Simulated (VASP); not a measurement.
# BeTe (zincblende type) (F-43m) in VASP: further runs

The runs below take BeTe (zincblende type) through single point, with revPBE, PBE.

Program: VASP 6.6.1. These are calculated values, not measurements. Logs are shortened: lines on timing, memory, paths and dates and some standing lists are left out, and cuts for length are marked.

## Step 1: The cell of the first run

The structure is cubic, space group F-43m (No. 216). The conventional cell has a = 4.174 Å, b = 4.174 Å, c = 4.174 Å, α = 90.00°, β = 90.00°, γ = 90.00°. Be (site symmetry -43m) has 4 Te at 1.81 Å within 2.4 Å. Within 2.4 Å of Te (site symmetry -43m) lie 4 Be at 1.81 Å.

## Step 2: Single point, revPBE

Input file INCAR:

```
SYSTEM = BeTe
  PREC = Accurate
  ENCUT = 600
  EDIFF = 1E-6
  ISMEAR = -1
  SIGMA = 0.1
  LREAL = .FALSE.
  LASPH = .TRUE.
  NELM = 120
  ALGO = Normal
  ISIF = 2
  LWAVE = .FALSE.
  LCHARG = .FALSE.
  GGA = RE
  NBANDS = 11
  GGA_COMPAT = .FALSE.
```

Input file KPOINTS:

```
Automatic mesh
0
G
  13 13 13
  0 0 0
```

Input file POSCAR:

```
BeTe
1.0
    0.0000000000      2.0868334629      2.0868334629
    2.0868334629      0.0000000000      2.0868334629
    2.0868334629      2.0868334629      0.0000000000
Be Te
1 1
Direct
    0.0000000000      0.0000000000      0.0000000000
    0.2500000000      0.2500000000      0.2500000000
```

Potentials or basis: VASP PAW PBE potentials, release 64 (Be, Te).

Launch:

```sh
cat potpaw_PBE.64/Be/POTCAR potpaw_PBE.64/Te/POTCAR > POTCAR
mpirun -np 1 vasp_std > vasp.out
```

OUTCAR:

```text
SYSTEM = BeTe
   PREC = Accurate
   ENCUT = 600
   EDIFF = 1E-6
   ISMEAR = -1
   LREAL = .FALSE.
   LASPH = .TRUE.
   NELM = 120
   ISIF = 2
   GGA = RE

 ion  position               nearest neighbor table
   1  0.000  0.000  0.000-   2 1.81   2 1.81   2 1.81   2 1.81
   2  0.250  0.250  0.250-   1 1.81   1 1.81   1 1.81   1 1.81

  LATTYP: Found a face centered cubic cell.
 ALAT       =     4.1736669258

  Lattice vectors:

 A1 = (   0.0000000000,   2.0868334629,   2.0868334629)
 A2 = (   2.0868334629,   0.0000000000,   2.0868334629)
 A3 = (   2.0868334629,   2.0868334629,   0.0000000000)

Analysis of symmetry for initial positions (statically):
=====================================================================
 Subroutine PRICEL returns:
 Original cell was already a primitive cell.

 Routine SETGRP: Setting up the symmetry group for a
 face centered cubic supercell.

 Subroutine GETGRP returns: Found 24 space group operations
 (whereof 24 operations were pure point group operations)
 out of a pool of 48 trial point group operations.

The static configuration has the point symmetry T_d .

Analysis of symmetry for dynamics (positions and initial velocities):
=====================================================================
 Subroutine PRICEL returns:
 Original cell was already a primitive cell.

 Routine SETGRP: Setting up the symmetry group for a
 face centered cubic supercell.

 Subroutine GETGRP returns: Found 24 space group operations
 (whereof 24 operations were pure point group operations)
 out of a pool of 48 trial point group operations.

The dynamic configuration has the point symmetry T_d .

 Subroutine INISYM returns: Found 24 space group operations
 (whereof 24 operations are pure point group operations),
 and found     1 'primitive' translations

----------------------------------------------------------------------------------------

                                     Primitive cell

  volume of cell :      18.1758

  direct lattice vectors                    reciprocal lattice vectors
     0.000000000  2.086833463  2.086833463    -0.239597461  0.239597461  0.239597461
     2.086833463  0.000000000  2.086833463     0.239597461 -0.239597461  0.239597461
     2.086833463  2.086833463  0.000000000     0.239597461  0.239597461 -0.239597461

  length of vectors
     2.951228186  2.951228186  2.951228186     0.414994976  0.414994976  0.414994976

  position of ions in fractional coordinates (direct lattice)
     0.000000000  0.000000000  0.000000000
     0.250000000  0.250000000  0.250000000

  ion indices of the primitive-cell ions
   primitive index   ion index
                 1           1
                 2           2

----------------------------------------------------------------------------------------

 KPOINTS: Automatic mesh

Automatic generation of k-mesh.
 Grid dimensions read from file:
 generate k-points for:   13   13   13

 Generating k-lattice:

  Cartesian coordinates                     Fractional coordinates (reciprocal lattice)
    -0.018430574  0.018430574  0.018430574     0.076923077  0.000000000  0.000000000
     0.018430574 -0.018430574  0.018430574     0.000000000  0.076923077  0.000000000
     0.018430574  0.018430574 -0.018430574     0.000000000  0.000000000  0.076923077

  Length of vectors
     0.031922690  0.031922690  0.031922690

  Shift w.r.t. Gamma in fractional coordinates (k-lattice)
     0.000000000  0.000000000  0.000000000

 Subroutine IBZKPT returns following result:
 ===========================================

 Found     84 irreducible k-points:

 Following reciprocal coordinates:
            Coordinates               Weight
  0.000000  0.000000  0.000000      1.000000
  0.076923  0.000000  0.000000      8.000000
  0.153846  0.000000  0.000000      8.000000
  0.230769  0.000000  0.000000      8.000000
  0.307692  0.000000  0.000000      8.000000
  0.384615  0.000000  0.000000      8.000000
[... 16 lines left out ...]
  0.384615  0.153846  0.000000     24.000000
  0.461538  0.153846  0.000000     24.000000
 [... further k-points ...]
   k-points           NKPTS =     84   k-points in BZ     NKDIM =     84   number of bands    NBANDS=     11
   number of dos      NEDOS =    301   number of ions     NIONS =      2
   total plane-waves  NPLWV =  13824
   dimension x,y,z NGX =    24 NGY =   24 NGZ =   24
   dimension x,y,z NGXF=    48 NGYF=   48 NGZF=   48
   ions per type =               1   1
   NGX,Y,Z   is equivalent  to a cutoff of  13.52, 13.52, 13.52 a.u.
   NGXF,Y,Z  is equivalent  to a cutoff of  27.04, 27.04, 27.04 a.u.
 SYSTEM =  BeTe
   PREC   = accura    normal or accurate (medium, high low for compatibility)
   ISTART =      0    job   : 0-new  1-cont  2-samecut
   ICHARG =      2    charge: 1-file 2-atom 10-const
   ISPIN  =      1    spin polarized calculation?
   LNONCOLLINEAR =      F non collinear calculations
   LSORBIT =      F    spin-orbit coupling
   LASPH  =      T    aspherical Exc in radial PAW
   ENCUT  =  600.0 eV  44.10 Ry    6.64 a.u.   5.89  5.89  5.89*2*pi/ulx,y,z
   NELM   =    120;   NELMIN=  2; NELMDL= -5     # of ELM steps
   EDIFF  = 0.1E-05   stopping-criterion for ELM
   LREAL  =      F    real-space projection
   EDIFFG = 0.1E-04   stopping-criterion for IOM
   NSW    =      0    number of steps for IOM
   IBRION =     -1    ionic relax: 0-MD 1-quasi-New 2-CG
   NFREE  =      0    steps in history (QN), initial steepest desc. (CG)
   ISIF   =      2    stress and relaxation
   ISYM   =      2    0-nonsym 1-usesym 2-fastsym
   POTIM  = 0.5000    time-step for ionic-motion
   TEBEG  =    0.0;   TEEND  =   0.0 temperature during run
   PSTRESS=    0.0 pullay stress
   NELECT =       8.0000    total number of electrons
   NUPDOWN=      -1.0000    fix difference up-down
   EMIN   =  10.00;   EMAX   =-10.00  energy-range for DOS
   EFERMI =   0.00;   METHOD = LEGACY
   ISMEAR =    -1;   SIGMA  =   0.10  broadening in eV -4-tet -1-fermi 0-gaus
   EFERMI_NEDOS =   21; number of points for ismear=-14 and -15
   IALGO  =     38    algorithm
   IMIX   =      4    mixing-type and parameters
     AMIX     =   0.40;   BMIX     =  1.00
     AMIX_MAG =   1.60;   BMIX_MAG =  1.00
  volume/ion in A,a.u.               =       9.09        61.33
  Fermi-wavevector in a.u.,A,eV,Ry     =   1.245299  2.353274 21.099507  1.550770
  Thomas-Fermi vector in A             =   2.379528
   LORBIT       =      0    0 simple, 1 ext, 2 COOP (PROOUT), +10 PAW based schemes
   GGA     = RE    functional components
   LHFCALC =     F    Hartree Fock is set to
   AEXX    =    0.0000 exact exchange contribution
   IVDW    =     0    specifies the selected vdW correction
   LEPSILON=     F    determine dielectric tensor
   LRPA    =     F    only Hartree local field effects (RPA)
 non-spin polarized calculation
  energy-cutoff  :      600.00
  volume of cell :       18.18
 maximum number of plane-waves:       620
   NGX = 11   NGY = 11   NGZ = 11

 number of electron       8.0000000 magnetization

 Free energy of the ion-electron system (eV)
  ---------------------------------------------------
  ext. energy  EPLUGINS =         0.00000000
  ---------------------------------------------------
  free energy    TOTEN  =         5.62835134 eV

  energy without entropy =        5.63338788  energy(sigma->0) =        5.63086961

 E-fermi :  20.5566     XC(G=0): -13.1235

 val. band max:       20.5270935580   @ k =   0.4615   0.3846   0.0000
 cond. band min:      20.6745017560   @ k =   0.0769   0.0000   0.0000
 fundamental gap:      0.1474081980
 Fermi energy:        20.5566280899

 k-point     1 :       0.0000    0.0000    0.0000
  band No.  band energies     occupation
      1      -1.2091      2.00000
      2      21.2771      0.00148
      3      21.2771      0.00148
      4      21.2771      0.00148
      5      23.1893      0.00000
      6      23.1893      0.00000
      7      23.1893      0.00000
      8      29.0685      0.00000
      9      31.7599      0.00000
     10      31.7599      0.00000
     11      31.7599      0.00000

 k-point     2 :       0.0769    0.0000    0.0000
  band No.  band energies     occupation
      1      -1.0667      2.00000
      2      19.4061      1.99998
      3      20.6745      0.47056
      4      20.6745      0.47056
      5      23.8632      0.00000
      6      23.8632      0.00000
      7      24.4359      0.00000
      8      28.6628      0.00000
      9      30.7157      0.00000
     10      30.7157      0.00000
     11      32.0283      0.00000

 k-point     3 :       0.1538    0.0000    0.0000
  band No.  band energies     occupation
      1      -0.6402      2.00000
      2      16.6023      2.00000
      3      19.7241      1.99952
      4      19.7241      1.99952
      5      24.8654      0.00000
      6      24.8654      0.00000
      7      25.6468      0.00000
      8      27.8641      0.00000
      9      29.7486      0.00000
     10      29.7486      0.00000
     11      32.9374      0.00000

 k-point     4 :       0.2308    0.0000    0.0000
  band No.  band energies     occupation
      1       0.0668      2.00000
      2      13.7718      2.00000
      3      18.8710      2.00000
      4      18.8710      2.00000
      5      25.2518      0.00000
      6      25.2518      0.00000
      7      26.4253      0.00000
      8      27.1612      0.00000
      9      29.9023      0.00000
     10      29.9023      0.00000
     11      34.0128      0.00000
[... 239 lines left out ...]
 k-point    22 :       0.3077    0.1538    0.0000
  band No.  band energies     occupation
      1       0.8682      2.00000
      2      13.0954      2.00000
      3      16.1597      2.00000
      4      17.7073      2.00000
      5      22.4852      0.00000
      6      24.7438      0.00000
      7      28.1473      0.00000
      8      29.3422      0.00000
      9      31.1126      0.00000
     10      33.2451      0.00000
     11      35.4875      0.00000

 k-point    23 :       0.3846    0.1538    0.0000
  band No.  band energies     occupation
      1       1.9199      2.00000
      2      10.6422      2.00000
      3      15.8543      2.00000
      4      16.6729      2.00000
      5      22.3182      0.00000
      6      26.0764      0.00000
      7      27.4646      0.00000
      8      30.0073      0.00000
      9      30.9275      0.00000
     10      34.7885      0.00000
     11      36.4778      0.00000

 k-point    24 :       0.4615    0.1538    0.0000
  band No.  band energies     occupation
      1       3.1467      2.00000
      2       8.5076      2.00000
      3      15.7594      2.00000
      4      15.8614      2.00000
      5      22.2603      0.00000
      6      26.7329      0.00000
      7      27.4764      0.00000
      8      30.2279      0.00000
      9      31.3815      0.00000
     10      36.4088      0.00000
     11      36.9616      0.00000

 [... further k-points ...]

------------------------ aborting loop because EDIFF is reached ----------------------------------------

  FORCE on cell =-STRESS in cart. coord.  units (eV):
  Direction    XX          YY          ZZ          XY          YZ          ZX
  --------------------------------------------------------------------------------------
  -------------------------------------------------------------------------------------
  Total       35.6245987     35.6245987     35.6245987     -0.0000000     -0.0000000     -0.0000000
  in kB     3140.2714554   3140.2714554   3140.2714554     -0.0000000     -0.0000000     -0.0000000
  external PRESSURE =    3140.2714554 kB  Pullay stress =       0.0000000 kB

 VOLUME and BASIS-vectors are now :
 -----------------------------------------------------------------------------
  energy-cutoff  :      600.00
  volume of cell :       18.18
      direct lattice vectors                 reciprocal lattice vectors
     0.000000000  2.086833463  2.086833463    -0.239597461  0.239597461  0.239597461
     2.086833463  0.000000000  2.086833463     0.239597461 -0.239597461  0.239597461
     2.086833463  2.086833463  0.000000000     0.239597461  0.239597461 -0.239597461

 POSITION                                       TOTAL-FORCE (eV/Angst)
 -----------------------------------------------------------------------------------
      0.00000      0.00000      0.00000         0.000000      0.000000      0.000000
      1.04342      1.04342      1.04342        -0.000000     -0.000000     -0.000000
 -----------------------------------------------------------------------------------
    total drift:                                0.000000      0.000000      0.000000

  FREE ENERGIE OF THE ION-ELECTRON SYSTEM (eV)
  ---------------------------------------------------
  free  energy   TOTEN  =         5.6283513441 eV

  energy  without entropy=        5.6333878789  energy(sigma->0) =        5.63086961
```

It took 6.2 s on 1 thread of Intel Xeon 6975P-C (Granite Rapids), shared host; peak memory 0.15 GiB.

Results:

- Free energy: 5.6284 eV
- Pressure: 314.0 GPa
- Band gap on the k mesh: zero (bands 4 and 5 overlap by 1.32 eV)

Caveat: the cell stands under pressure; the PAW data sets were made with another functional, which shifts forces and pressure a little; spin-orbit coupling is left out, which moves the levels of the heavy elements.

## Step 3: Single point, PBE

This run uses another cell than the first one, of 20.45 Å³/atom.

Input file INCAR:

```
SYSTEM = BeTe
ALGO = Normal ; EDIFF = 1E-6
ENCUT = 600 ; GGA = PE
GGA_COMPAT = .False. ; ISIF = 2
ISMEAR = -1 ; LASPH = .True.
LCHARG = .True. ; LELF = .True.
LREAL = .False. ; LVHAR = .True.
LWAVE = .False. ; NBANDS = 11
NELM = 120 ; PREC = Accurate
SIGMA = 0.1
```

Input file KPOINTS:

```
k-points
0
Gamma
  13 13 13
  0 0 0
```

Input file POSCAR:

```
BeTe
1.0
    0.0000000000      2.7345254195      2.7345254195
    2.7345254195      0.0000000000      2.7345254195
    2.7345254195      2.7345254195      0.0000000000
Be Te
1 1
Direct
    0.0000000000      0.0000000000      0.0000000000
    0.2500000000      0.2500000000      0.2500000000
```

Potentials or basis: VASP PAW PBE potentials, release 64 (Be, Te).

Launch:

```sh
cat potpaw_PBE.64/Be/POTCAR potpaw_PBE.64/Te/POTCAR > POTCAR
mpirun -np 1 vasp_std > vasp.out
```

It took 12 s on 1 thread of Intel Xeon 6975P-C (Granite Rapids), shared host; peak memory 0.2 GiB.

It converged, with:

```yaml
Free_energy: -7.5258 eV
Pressure: 7.5 GPa
Band_gap_on_the_k_mesh: 1.76 eV (least direct gap 3.52 eV)
```

Levels at points of the mesh, in eV from the valence-band top:
```
           k point  band 1  band 2  band 3  band 4  band 5  band 6  band 7  band 8
(0.00, 0.00, 0.00)  -12.92    0.00    0.00    0.00    3.52    3.52    3.52    4.49
```

Caveat: the cell stands under pressure; spin-orbit coupling is left out, which moves the levels of the heavy elements; an odd mesh through Γ misses points on the zone boundary, where band edges can lie.
